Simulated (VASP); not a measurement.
Runs of VASP 6.6.1 on BaZrO3. The structure is that of space group P4/mmm (No. 123), or close to it. The cells are those of the table. 

```csv
cell,gap on the mesh (eV),pressure (GPa)
"a = 4.547, b = 4.547, c = 4.181 Å, 5 atoms",2.59,-13.2
"a = 3.763, b = 3.763, c = 4.181 Å, 5 atoms",2.82,(a)
"a = 3.868, b = 3.868, c = 4.181 Å, 5 atoms",3.12,47.2
"a = 4.495, b = 4.495, c = 4.181 Å, 5 atoms",(c),(b)
"a = 4.600, b = 4.600, c = 4.181 Å, 5 atoms",2.52,-14.7
```

Alike in all rows: task single point; level PBE; potentials or basis VASP PAW PBE potentials, release 64 (Ba_sv, Zr_sv, O); no spin polarisation; k mesh 6 × 6 × 6; cutoff (eV) 520; smearing gaussian 0.05 eV.

Estimate the missing entries.

(a) 69.7; (b) -11.5; (c) 2.67.

Caveats: spin-orbit coupling is left out, which moves the levels of the heavy elements; the cell stands under tension (at least some runs); the cell stands under pressure (at least some runs).

A k mesh can miss the band edges, and the runs leave out spin-orbit coupling on Ba, Zr.
